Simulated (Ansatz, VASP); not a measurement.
**One calculation of B, two programs**

File INCAR:

```
  PREC = Accurate
  ENCUT = 600
  EDIFF = 1E-6
  ISMEAR = 0
  SIGMA = 0.1
  LREAL = False
  LASPH = True
  NELM = 100
  ALGO = Normal
  ISIF = 3
  LWAVE = False
  LCHARG = False
  GGA = PS
  IBRION = 2
  NSW = 100
  EDIFFG = -0.01
```

Contents of KPOINTS:

```
regular mesh
0
Gamma
  36 36 8
```

The input POSCAR:

```
B
1.0
    1.7074530834      0.0000000000      0.0000000000
   -0.8537265417      1.4786977460      0.0000000000
    0.0000000000      0.0000000000      7.1368264649
B
2
Direct
    0.3333333333      0.6666666667      0.2500000000
    0.6666666667      0.3333333333      0.7500000000
```

Input for Ansatz:

```yaml
crystal:
  lattice:
    - [1.7074530834, 0.0, 0.0]
    - [-0.8537265417, 1.478697746, 0.0]
    - [0.0, 0.0, 7.1368264649]
  atoms:
    - { symbol: B, position: [0.3333333333, 0.6666666667, 0.25] }
    - { symbol: B, position: [0.6666666667, 0.3333333333, 0.75] }
basis:
  ecutwfc: 420
kpoints:
  mp_grid: { grid: [36, 36, 8] }
hamiltonian:
  xc: pbesol
scf:
  occupations: { method: gaussian, width: 0.1 }
output:
  forces: true
  stress: true
  eigenvalues: true
relax:
  adjacent_minimum: "off"
  f_tol: 0.01
  max_steps: 80
  cell: { stress_tol: 0.05 }
```

Alike in both runs: task relaxation of cell and atoms; functional PBEsol; k mesh 36 × 36 × 8; occupations gaussian, width 0.1 eV; no spin polarisation.

```csv
,VASP,Ansatz
version,VASP 6.6.1,Ansatz 0.2.0
potentials or method,"VASP PAW PBE potentials, release 64 (B), cutoff 600 eV","scalar-relativistic, plane waves, PAW"
valence electrons in the cell,6,6
```

|  | VASP | Ansatz | Ansatz less VASP |
| --- | --- | --- | --- |
| gap on the k mesh at the Fermi level, each at its own relaxed structure (eV) | none | none | - |
| relaxed volume (Å³/atom) | 8.92 | 8.90 | -0.018 |
| relaxed cell length with the largest relative difference (Å) | 7.056 | 7.048 | -0.0082 |

VASP's potentials were made for PBE, not for PBEsol. A gap of «none» marks a metal or a gap that the smearing closes.
